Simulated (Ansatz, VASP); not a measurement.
**LiOs12 in VASP and in Ansatz**

```
CELL_PARAMETERS angstrom
5.48000 0.00000 0.00000
-4.11000 7.11873 0.00000
0.00000 0.00000 4.32646
ATOMIC_POSITIONS crystal
Os 0.99951 0.99979 0.01220
Os 0.15308 0.20449 0.52376
Os 0.97521 0.32376 0.97461
Os 0.15496 0.56256 0.52473
Os 0.00502 0.67233 0.01260
Os 0.16620 0.88940 0.49030
Os 0.49989 0.99935 0.00931
Os 0.66121 0.21643 0.48704
Os 0.51176 0.32633 0.97576
Os 0.68996 0.56432 0.52432
Os 0.51496 0.68549 0.97508
Os 0.66737 0.88937 0.48691
Li 0.33261 0.44504 0.24773
```

Alike in both runs: functional PBEsol; k mesh 2 × 2 × 3; occupations fermi-dirac, width 0.05 eV; no spin polarisation.

Ansatz relaxed the structure, and its values are those at the end. VASP's run is a single point on that final structure, the one shown.

|  | VASP | Ansatz |
| --- | --- | --- |
| version | VASP 6.6.1 | Ansatz 0.2.0 |
| potentials or method | VASP PAW PBE potentials, release 64 (Os, Li_sv), cutoff 520 eV | scalar-relativistic, plane waves, PAW |
| valence electrons in the cell | 99 | 195 |

|  | VASP | Ansatz | Ansatz less VASP |
| --- | --- | --- | --- |
| rms of the force components (eV/Å) | 0.034 | 0.028 | -0.0060 |

VASP's potentials were made for PBE, not for PBEsol. With one functional, cell and mesh, what is left measures potentials, basis and numerics. VASP's potentials hold 99 valence electrons a cell and Ansatz's 195, so a difference there can come from the potentials and not from the codes.

The k mesh is coarse, so the values compare programs but aren't converged. Neither program's run includes spin-orbit coupling. Noted on VASP's run: the cutoff is under 1.25 times that of the potentials, so the pressure is a little rough.
